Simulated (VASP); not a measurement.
# CsLi2 (Pn-3m) in VASP: a series of runs

CsLi2 is run at these levels: PBE; tasks: single point.

Program: VASP 6.6.1. These are calculated values, not measurements. Logs are shortened: lines on timing, memory, paths and dates and some standing lists are left out, and cuts for length are marked.

## Step 1: The cell of the first run

It takes space group Pn-3m (No. 224, cubic). The conventional cell has a = 5.400 Å, b = 5.400 Å, c = 5.400 Å, α = 90.00°, β = 90.00°, γ = 90.00°. Cs (site symmetry -43m) has 4 Li at 2.34 Å within 3.1 Å. Within 3.1 Å of Li (site symmetry -3m) lie 2 Cs at 2.34 Å.

## Step 2: Single point, PBE

File INCAR:

```
PREC     = Accurate       # precision mode
ENCUT    = 520            # plane-wave cutoff, eV
EDIFF    = 1E-6           # SCF threshold, eV
ISMEAR   = 0              # smearing method
SIGMA    = 0.1            # smearing width, eV
LREAL    = F              # projectors in reciprocal space
LASPH    = T              # aspherical terms in the spheres
NELM     = 100            # most SCF steps
ALGO     = Normal         # electronic algorithm
ISIF     = 2              # what is computed and relaxed
LWAVE    = F              # write WAVECAR
LCHARG   = T              # write CHGCAR
GGA      = PE             # functional
LELF     = T              # ELF
LVHAR    = T            
NBANDS   = 24             # bands
```

File KPOINTS:

```
regular mesh
0
Gamma
  4 4 4
```

File POSCAR:

```
CsLi2
1.0
    5.3999214745      0.0000000000      0.0000000000
    0.0000000000      5.3999214745      0.0000000000
    0.0000000000      0.0000000000      5.3999214745
Cs Li
2 4
Direct
    0.0000000000      0.0000000000      0.0000000000
    0.5000000000      0.5000000000      0.5000000000
    0.2500000000      0.2500000000      0.2500000000
    0.2500000000      0.7500000000      0.7500000000
    0.7500000000      0.7500000000      0.2500000000
    0.7500000000      0.2500000000      0.7500000000
```

Potentials or basis: VASP PAW PBE potentials, release 64 (Cs_sv, Li_sv).

Command:

```bash
$ cat potpaw_PBE.64/Cs_sv/POTCAR potpaw_PBE.64/Li_sv/POTCAR > POTCAR
$ mpirun -np 1 vasp_std > vasp.out
```

OUTCAR:

```text
PREC = Accurate
   ENCUT = 520
   EDIFF = 1E-6
   ISMEAR = 0
   LREAL = F
   LASPH = T
   NELM = 100
   ISIF = 2
   GGA = PE

 ion  position               nearest neighbor table
   1  0.000  0.000  0.000-   3 2.34   4 2.34   5 2.34   6 2.34
   2  0.500  0.500  0.500-   3 2.34   4 2.34   5 2.34   6 2.34
   3  0.250  0.250  0.250-   1 2.34   2 2.34
   4  0.250  0.750  0.750-   1 2.34   2 2.34
   5  0.750  0.750  0.250-   1 2.34   2 2.34
   6  0.750  0.250  0.750-   1 2.34   2 2.34

  LATTYP: Found a simple cubic cell.
 ALAT       =     5.3999214745

  Lattice vectors:

 A1 = (   5.3999214745,   0.0000000000,   0.0000000000)
 A2 = (   0.0000000000,   5.3999214745,   0.0000000000)
 A3 = (   0.0000000000,   0.0000000000,   5.3999214745)

Analysis of symmetry for initial positions (statically):
=====================================================================
 Subroutine PRICEL returns:
 Original cell was already a primitive cell.

 Routine SETGRP: Setting up the symmetry group for a
 simple cubic supercell.

 Subroutine GETGRP returns: Found 48 space group operations
 (whereof 24 operations were pure point group operations)
 out of a pool of 48 trial point group operations.

The static configuration has the point symmetry T_d .
 The point group associated with its full space group is O_h .

Analysis of symmetry for dynamics (positions and initial velocities):
=====================================================================
 Subroutine PRICEL returns:
 Original cell was already a primitive cell.

 Routine SETGRP: Setting up the symmetry group for a
 simple cubic supercell.

 Subroutine GETGRP returns: Found 48 space group operations
 (whereof 24 operations were pure point group operations)
 out of a pool of 48 trial point group operations.

The dynamic configuration has the point symmetry T_d .
 The point group associated with its full space group is O_h .

 Subroutine INISYM returns: Found 48 space group operations
 (whereof 24 operations are pure point group operations),
 and found     1 'primitive' translations

----------------------------------------------------------------------------------------

                                     Primitive cell

  volume of cell :     157.4571

  direct lattice vectors                    reciprocal lattice vectors
     5.399921475  0.000000000  0.000000000     0.185187878  0.000000000  0.000000000
     0.000000000  5.399921475  0.000000000     0.000000000  0.185187878  0.000000000
[... 82 lines left out ...]
   IBRION =     -1    ionic relax: 0-MD 1-quasi-New 2-CG
   NFREE  =      0    steps in history (QN), initial steepest desc. (CG)
   ISIF   =      2    stress and relaxation
   ISYM   =      2    0-nonsym 1-usesym 2-fastsym
   POTIM  = 0.5000    time-step for ionic-motion
   TEBEG  =    0.0;   TEEND  =   0.0 temperature during run
   PSTRESS=    0.0 pullay stress
   NELECT =      30.0000    total number of electrons
   NUPDOWN=      -1.0000    fix difference up-down
   EMIN   =  10.00;   EMAX   =-10.00  energy-range for DOS
   EFERMI =   0.00;   METHOD = LEGACY
   ISMEAR =     0;   SIGMA  =   0.10  broadening in eV -4-tet -1-fermi 0-gaus
   EFERMI_NEDOS =   21; number of points for ismear=-14 and -15
   IALGO  =     38    algorithm
   IMIX   =      4    mixing-type and parameters
     AMIX     =   0.40;   BMIX     =  1.00
     AMIX_MAG =   1.60;   BMIX_MAG =  1.00
  volume/ion in A,a.u.               =      26.24       177.10
  Fermi-wavevector in a.u.,A,eV,Ry     =   0.942022  1.780164 12.073889  0.887406
  Thomas-Fermi vector in A             =   2.069591
   LORBIT       =      0    0 simple, 1 ext, 2 COOP (PROOUT), +10 PAW based schemes
   GGA     = PE    functional components
   LHFCALC =     F    Hartree Fock is set to
   AEXX    =    0.0000 exact exchange contribution
   IVDW    =     0    specifies the selected vdW correction
   LEPSILON=     F    determine dielectric tensor
   LRPA    =     F    only Hartree local field effects (RPA)
 non-spin polarized calculation
 Gauss-broadening in eV      SIGMA  =   0.10
  energy-cutoff  :      520.00
  volume of cell :      157.46
 maximum number of plane-waves:      4272
   NGX = 21   NGY = 21   NGZ = 21

 number of electron      29.9999998 magnetization

 Free energy of the ion-electron system (eV)
  ---------------------------------------------------
  ext. energy  EPLUGINS =         0.00000000
  ---------------------------------------------------
  free energy    TOTEN  =        -0.96829316 eV

  energy without entropy =       -0.93171355  energy(sigma->0) =       -0.95000335

 E-fermi :   2.3795     XC(G=0):  -8.0141

 val. band max:        2.3334092411   @ k =   0.5000   0.5000   0.2500
 cond. band min:       2.3852872752   @ k =   0.5000   0.2500   0.0000
 fundamental gap:      0.0518780340
 Fermi energy:         2.3795446508

 k-point     1 :       0.0000    0.0000    0.0000
  band No.  band energies     occupation
      1     -46.0571      2.00000
      2     -46.0539      2.00000
      3     -46.0539      2.00000
      4     -46.0539      2.00000
      5     -21.5561      2.00000
      6     -21.5192      2.00000
[... 259 lines left out ...]
     23       6.4367      0.00000
     24       7.0827      0.00000

------------------------ aborting loop because EDIFF is reached ----------------------------------------

  FORCE on cell =-STRESS in cart. coord.  units (eV):
  Direction    XX          YY          ZZ          XY          YZ          ZX
  --------------------------------------------------------------------------------------
  -------------------------------------------------------------------------------------
  Total        9.4953177      9.4953177      9.4953177      0.0000000      0.0000000     -0.0000000
  in kB       96.6179350     96.6179350     96.6179350      0.0000000      0.0000000     -0.0000000
  external PRESSURE =      96.6179350 kB  Pullay stress =       0.0000000 kB

 VOLUME and BASIS-vectors are now :
 -----------------------------------------------------------------------------
  energy-cutoff  :      520.00
  volume of cell :      157.46
      direct lattice vectors                 reciprocal lattice vectors
     5.399921475  0.000000000  0.000000000     0.185187878  0.000000000  0.000000000
     0.000000000  5.399921475  0.000000000     0.000000000  0.185187878  0.000000000
     0.000000000  0.000000000  5.399921475     0.000000000  0.000000000  0.185187878

 POSITION                                       TOTAL-FORCE (eV/Angst)
 -----------------------------------------------------------------------------------
      0.00000      0.00000      0.00000         0.000000      0.000000      0.000000
      2.69996      2.69996      2.69996         0.000000     -0.000000      0.000000
      1.34998      1.34998      1.34998         0.000000      0.000000     -0.000000
      1.34998      4.04994      4.04994         0.000000     -0.000000     -0.000000
      4.04994      4.04994      1.34998        -0.000000      0.000000      0.000000
      4.04994      1.34998      4.04994         0.000000     -0.000000      0.000000
 -----------------------------------------------------------------------------------
    total drift:                                0.000000      0.000000     -0.000000

  FREE ENERGIE OF THE ION-ELECTRON SYSTEM (eV)
  ---------------------------------------------------
  free  energy   TOTEN  =        -0.9682931605 eV

  energy  without entropy=       -0.9317135454  energy(sigma->0) =       -0.95000335
```

stdout:

```text
POSCAR found type information on POSCAR CsLi
 POSCAR found :  2 types and       6 ions
 scaLAPACK will be used
 LDA part: xc-table for (Slater+PW92), standard interpolation
 POSCAR, INCAR and KPOINTS ok, starting setup
 FFT: planning ... GRIDC
 FFT: planning ... GRID_SOFT
 FFT: planning ... GRID
 WAVECAR not read
 entering main loop
```

It took 14 s on 1 thread of Intel Xeon 6975P-C (Granite Rapids), shared host; peak memory 0.24 GiB.

Results:

| Property | Result |
| --- | --- |
| Free energy | -0.9683 eV |
| Band gap on the k mesh | zero (band 15 reaches 2.68 eV, above the bottom of band 16 at 2.31 eV) |

Levels at points of the mesh, in eV from the Fermi level:
```
           k point  band 13  band 14  band 15  band 16  band 17  band 18
(0.00, 0.00, 0.00)    -2.25    -1.28    -1.28     2.78     2.78     2.78
(0.50, 0.00, 0.00)    -1.03    -1.03    -0.07    -0.07     1.33     1.33
(0.50, 0.50, 0.00)    -0.85    -0.85     0.30     0.30     1.73     1.73
(0.50, 0.50, 0.50)    -0.33    -0.33    -0.33     1.18     1.18     1.18
```

Caveat: the cutoff is under 1.25 times the usual one of these potentials, so pressure, stress and relaxed cells hold a basis-set (Pulay) error; spin-orbit coupling is left out, which moves the levels of the heavy elements.

## Step 3: Single point, PBE

This run uses another cell than the first one, of 81.87 Å³/atom, 3.120 times its volume.

File INCAR:

```
SYSTEM = CsLi2
ALGO     = Fast           ! electronic algorithm
EDIFF    = 1E-7           ! SCF threshold, eV
ENCUT    = 520            ! plane-wave cutoff, eV
GGA      = PE             ! functional
ISIF     = 2              ! what is computed and relaxed
ISMEAR   = 0              ! smearing method
LASPH    = .True.         ! aspherical terms in the spheres
LCHARG   = .True.         ! write CHGCAR
LELF     = .True.         ! ELF
LREAL    = .False.        ! projectors in reciprocal space
LVHAR    = .True.       
LWAVE    = .False.        ! write WAVECAR
NBANDS   = 24             ! bands
NELM     = 80             ! most SCF steps
PREC     = Accurate       ! precision mode
SIGMA    = 0.1            ! smearing width, eV
```

File KPOINTS:

```
k-points
0
Gamma
  4 4 4
  0 0 0
```

Edit POSCAR of step 2 so:

```diff
@@ -2,5 +2,5 @@
 1.0
-    5.3999214745      0.0000000000      0.0000000000
-    0.0000000000      5.3999214745      0.0000000000
-    0.0000000000      0.0000000000      5.3999214745
+    7.8903413896      0.0000000000      0.0000000000
+    0.0000000000      7.8903413896      0.0000000000
+    0.0000000000      0.0000000000      7.8903413896
 Cs Li
```

Potentials or basis: VASP PAW PBE potentials, release 64 (Cs_sv, Li_sv).

Command:

```bash
$ cat potpaw_PBE.64/Cs_sv/POTCAR potpaw_PBE.64/Li_sv/POTCAR > POTCAR
$ mpirun -np 1 vasp_std > vasp.out
```

Run time: 2.1 min. Hardware: 1 thread of Intel Xeon 6975P-C (Granite Rapids), shared host; peak memory 0.53 GiB.

The run converged. Its results:

- Free energy: -3.9964 eV
- Band gap on the k mesh: zero (band 15 reaches -0.28 eV, above the bottom of band 16 at -1.07 eV)

Levels at points of the mesh, in eV from the Fermi level:
```
           k point  band 13  band 14  band 15  band 16  band 17  band 18
(0.00, 0.00, 0.00)    -1.72     0.17     0.17     0.48     0.48     0.48
(0.50, 0.00, 0.00)    -1.09    -1.09     0.42     0.42     0.72     0.72
(0.50, 0.50, 0.00)    -0.69    -0.69    -0.36    -0.36     0.79     0.79
(0.50, 0.50, 0.50)    -0.23    -0.20    -0.20    -0.20     0.15     0.23
```

Caveat: the cutoff is under 1.25 times the usual one of these potentials, so pressure, stress and relaxed cells hold a basis-set (Pulay) error; spin-orbit coupling is left out, which moves the levels of the heavy elements.
